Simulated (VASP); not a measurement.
**Al12H: single point with PBE**

The system is Al12H, a slab with vacuum.

```
Al H
1.0
     5.71430    0.00000    0.00000
    -2.85715    4.94873    0.00000
     0.00000    0.00000   20.10164
Al H
12 1
Direct
  0.33333 0.16667 0.19899
  0.33333 0.66667 0.19899
  0.83333 0.16667 0.19899
  0.83333 0.66667 0.19899
  0.16667 0.33333 0.31345
  0.16667 0.83333 0.31345
  0.66667 0.33333 0.31345
  0.66667 0.83333 0.31345
  0.00000 0.00000 0.42791
  0.00000 0.50000 0.42791
  0.50000 0.00000 0.42791
  0.50000 0.50000 0.42791
  0.16667 0.08333 0.49933
```

```
Program             : VASP 6.6.1
Task                : single point
Functional          : PBE
Potentials or basis : VASP PAW PBE potentials, release 64 (Al, H)
Cutoff              : 520 eV
k mesh              : 6 × 6 × 1
Occupations         : gaussian, width 0.1 eV
Spin                : no spin polarisation
```

- Largest force: 0.448 eV/Å
- Band gap on the k mesh: zero (an odd number of electrons rules out a gap without spin polarisation)

Forces on the atoms (eV/Å):
```
Al   0.045  0.026 -0.014
Al  -0.005 -0.003 -0.076
Al  -0.037  0.049 -0.115
Al   0.024 -0.057 -0.115
Al   0.008  0.075  0.173
Al   0.069 -0.030  0.173
Al   0.041  0.024 -0.038
Al  -0.140 -0.081 -0.054
Al  -0.282 -0.163  0.308
Al  -0.110 -0.064 -0.087
Al   0.268 -0.045 -0.066
Al   0.095  0.254 -0.066
H    0.024  0.014 -0.023
```

Levels at points of the mesh, in eV from the Fermi level:
```tsv
k point	band 14	band 15	band 16	band 17	band 18	band 19	band 20	band 21	band 22	band 23
(0.00, 0.00, 0.00)	-2.90	-2.78	-2.77	-1.65	-0.44	-0.41	-0.26	-0.22	-0.17	0.22
(0.50, 0.00, 0.00)	-1.67	-0.66	-0.54	-0.52	-0.26	0.15	0.90	1.08	1.25	1.46
(0.00, 0.50, 0.00)	-1.67	-0.62	-0.54	-0.37	-0.27	0.05	0.88	0.93	1.27	1.43
```

It took 17 min on 1 thread of Intel Xeon 8259CL (shared host), peak memory 0.64 GiB.
